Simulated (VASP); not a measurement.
# Sn (I4_1/amd) in VASP: further runs, part 2 of 3

VASP 6.6.1. The steps go on from the part before.

**3. Single point, LDA**

This run uses another cell than the first one, of 27.05 Å³/atom.

Input file INCAR:

```
PREC = Accurate
ENCUT = 520
EDIFF = 1E-7
ISMEAR = -1
SIGMA = 0.05
LREAL = F
LASPH = T
NELM = 100
ALGO = Normal
ISIF = 2
LWAVE = F
LCHARG = F
GGA = CA
NBANDS = 21
```

Input file KPOINTS:

```
regular mesh
0
Gamma
  15 15 15
```

Input file POSCAR:

```
Sn
1.0
   -2.9158500000      2.9158500000      1.5906500000
    2.9158500000     -2.9158500000      1.5906500000
    2.9158500000      2.9158500000     -1.5906500000
Sn
2
Direct
    0.0000000000      0.0000000000      0.0000000000
    0.7500000000      0.2500000000      0.5000000000
```

Potentials or basis: VASP PAW LDA potentials, release 64 (Sn_d).

Launch:

```sh
cat potpaw_LDA.64/Sn_d/POTCAR > POTCAR
mpirun -np 1 vasp_std > vasp.out
```

OUTCAR:

```text
PREC = Accurate
   ENCUT = 520
   EDIFF = 1E-7
   ISMEAR = -1
   LREAL = F
   LASPH = T
   NELM = 100
   ISIF = 2
   GGA = CA

 ion  position               nearest neighbor table
   1  0.000  0.000  0.000-   2 3.02   2 3.02   2 3.02   2 3.02
   2  0.750  0.250  0.500-   1 3.02   1 3.02   1 3.02   1 3.02

  LATTYP: Found a body centered tetragonal cell.
 ALAT       =     5.8317000000
 C/A-ratio  =     0.5455184595

  Lattice vectors:

 A1 = (  -2.9158500000,   2.9158500000,   1.5906500000)
 A2 = (   2.9158500000,  -2.9158500000,   1.5906500000)
 A3 = (   2.9158500000,   2.9158500000,  -1.5906500000)

Analysis of symmetry for initial positions (statically):
=====================================================================
 Subroutine PRICEL returns:
 Original cell was already a primitive cell.

 Routine SETGRP: Setting up the symmetry group for a
 body centered tetragonal supercell.

 Subroutine GETGRP returns: Found 16 space group operations
 (whereof  8 operations were pure point group operations)
 out of a pool of 16 trial point group operations.

The static configuration has the point symmetry D_2d.
 The point group associated with its full space group is D_4h.

Analysis of symmetry for dynamics (positions and initial velocities):
=====================================================================
 Subroutine PRICEL returns:
 Original cell was already a primitive cell.

 Routine SETGRP: Setting up the symmetry group for a
 body centered tetragonal supercell.

 Subroutine GETGRP returns: Found 16 space group operations
 (whereof  8 operations were pure point group operations)
 out of a pool of 16 trial point group operations.

The dynamic configuration has the point symmetry D_2d.
 The point group associated with its full space group is D_4h.

 Subroutine INISYM returns: Found 16 space group operations
 (whereof  8 operations are pure point group operations),
 and found     1 'primitive' translations
[... 103 lines left out ...]
   POTIM  = 0.5000    time-step for ionic-motion
   TEBEG  =    0.0;   TEEND  =   0.0 temperature during run
   PSTRESS=    0.0 pullay stress
   NELECT =      28.0000    total number of electrons
   NUPDOWN=      -1.0000    fix difference up-down
   EMIN   =  10.00;   EMAX   =-10.00  energy-range for DOS
   EFERMI =   0.00;   METHOD = LEGACY
   ISMEAR =    -1;   SIGMA  =   0.05  broadening in eV -4-tet -1-fermi 0-gaus
   EFERMI_NEDOS =   21; number of points for ismear=-14 and -15
   IALGO  =     38    algorithm
   IMIX   =      4    mixing-type and parameters
     AMIX     =   0.40;   BMIX     =  1.00
     AMIX_MAG =   1.60;   BMIX_MAG =  1.00
  volume/ion in A,a.u.               =      27.05       182.53
  Fermi-wavevector in a.u.,A,eV,Ry     =   1.314435  2.483922 23.507328  1.727740
  Thomas-Fermi vector in A             =   2.444688
   LORBIT       =      0    0 simple, 1 ext, 2 COOP (PROOUT), +10 PAW based schemes
   GGA     = CA    functional components
   LHFCALC =     F    Hartree Fock is set to
   AEXX    =    0.0000 exact exchange contribution
   IVDW    =     0    specifies the selected vdW correction
   LEPSILON=     F    determine dielectric tensor
   LRPA    =     F    only Hartree local field effects (RPA)
 non-spin polarized calculation
  energy-cutoff  :      520.00
  volume of cell :       54.10
 maximum number of plane-waves:      1476
 NGX is ok and might be reduce to    36
   NGX = 17   NGY = 17   NGZ = 17

 number of electron      28.0000002 magnetization

 Free energy of the ion-electron system (eV)
  ---------------------------------------------------
  ext. energy  EPLUGINS =         0.00000000
  ---------------------------------------------------
  free energy    TOTEN  =        -8.97195937 eV

  energy without entropy =       -8.96437269  energy(sigma->0) =       -8.96816603

 E-fermi :   7.7304     XC(G=0): -10.5623

 val. band max:        7.7228960849   @ k =  -0.1333  -0.2000   0.1333
 cond. band min:       7.7409798939   @ k =  -0.2000   0.2000   0.0667
 fundamental gap:      0.0180838090
 Fermi energy:         7.7303615000

 k-point     1 :       0.0000    0.0000    0.0000
  band No.  band energies     occupation
      1     -13.8176      2.00000
      2     -13.7293      2.00000
      3     -13.6870      2.00000
      4     -13.6736      2.00000
      5     -13.5210      2.00000
      6     -13.5210      2.00000
[... 565 lines left out ...]
     20      14.9481      0.00000
     21      15.8342      0.00000

 [... further k-points ...]
[... 5 lines left out ...]
  --------------------------------------------------------------------------------------
  -------------------------------------------------------------------------------------
  Total       -0.5061287     -0.5061287     -0.8285356      0.0000000     -0.0000000      0.0000000
  in kB      -14.9901714    -14.9901714    -24.5389951      0.0000000     -0.0000000      0.0000000
  external PRESSURE =     -18.1731126 kB  Pullay stress =       0.0000000 kB

 VOLUME and BASIS-vectors are now :
 -----------------------------------------------------------------------------
  energy-cutoff  :      520.00
  volume of cell :       54.10
      direct lattice vectors                 reciprocal lattice vectors
    -2.915850000  2.915850000  1.590650000     0.000000000  0.171476585  0.314336906
     2.915850000 -2.915850000  1.590650000     0.171476585  0.000000000  0.314336906
     2.915850000  2.915850000 -1.590650000     0.171476585  0.171476585  0.000000000

 POSITION                                       TOTAL-FORCE (eV/Angst)
 -----------------------------------------------------------------------------------
      0.00000      0.00000      0.00000        -0.000000      0.000000     -0.000000
     -0.00000      2.91585      0.79532         0.000000     -0.000000      0.000000
 -----------------------------------------------------------------------------------
    total drift:                               -0.000000      0.000000     -0.000000

  FREE ENERGIE OF THE ION-ELECTRON SYSTEM (eV)
  ---------------------------------------------------
  free  energy   TOTEN  =        -8.9719593741 eV

  energy  without entropy=       -8.9643726899  energy(sigma->0) =       -8.96816603
```

OSZICAR:

```text
N       E                     dE             d eps       ncg     rms          rms(c)
DAV:   1     0.223098262779E+03    0.22310E+03   -0.14356E+04 12289   0.208E+03
DAV:   2     0.146190800037E+02   -0.20848E+03   -0.20423E+03 12216   0.457E+02
DAV:   3    -0.824926209615E+01   -0.22868E+02   -0.22691E+02 14038   0.136E+02
DAV:   4    -0.898227745970E+01   -0.73302E+00   -0.73258E+00 13720   0.270E+01
DAV:   5    -0.901213996709E+01   -0.29863E-01   -0.29862E-01 17293   0.515E+00    0.246E+00
DAV:   6    -0.898333147548E+01    0.28808E-01   -0.34523E-02 16463   0.258E+00    0.134E+00
DAV:   7    -0.897244981126E+01    0.10882E-01   -0.18447E-02 16500   0.183E+00    0.154E-01
DAV:   8    -0.897195481155E+01    0.49500E-03   -0.20241E-03 15233   0.631E-01    0.301E-02
DAV:   9    -0.897195908768E+01   -0.42761E-05   -0.54467E-05 16189   0.660E-02    0.102E-02
DAV:  10    -0.897195938017E+01   -0.29250E-06   -0.38803E-06 15633   0.211E-02    0.185E-03
DAV:  11    -0.897195937411E+01    0.60622E-08   -0.27830E-07 12017   0.640E-03
   1 F= -.89719594E+01 E0= -.89681660E+01  d E =-.758668E-02
```

stdout:

```text
POSCAR found type information on POSCAR Sn
 POSCAR found :  1 types and       2 ions
 scaLAPACK will be used
 LDA part: xc-table for (Slater(with rela. corr.)+CA(PZ))
 , standard interpolation
 POSCAR, INCAR and KPOINTS ok, starting setup
 FFT: planning ... GRIDC
 FFT: planning ... GRID_SOFT
 FFT: planning ... GRID
 WAVECAR not read
 entering main loop
```

Wall time 6.1 min (1 thread of Oxide Virtual Turin-like, shared host); peak memory 0.33 GiB.

What came out:

| Property | Result |
| --- | --- |
| Free energy | -8.9720 eV |
| Pressure | -1.8 GPa |
| Band gap on the k mesh | zero (bands 14 and 15 overlap by 4.27 eV) |

Levels at points of the mesh, in eV from the Fermi level:
```csv
k point,band 10,band 11,band 12,band 13,band 14,band 15,band 16,band 17,band 18,band 19
"(0.00, 0.00, 0.00)",-21.04,-11.16,-3.70,-1.96,-1.96,3.09,6.20,6.20,6.78,6.86
```

Caveat: spin-orbit coupling is left out, which moves the levels of the heavy elements.

[end of part 2 of 3]
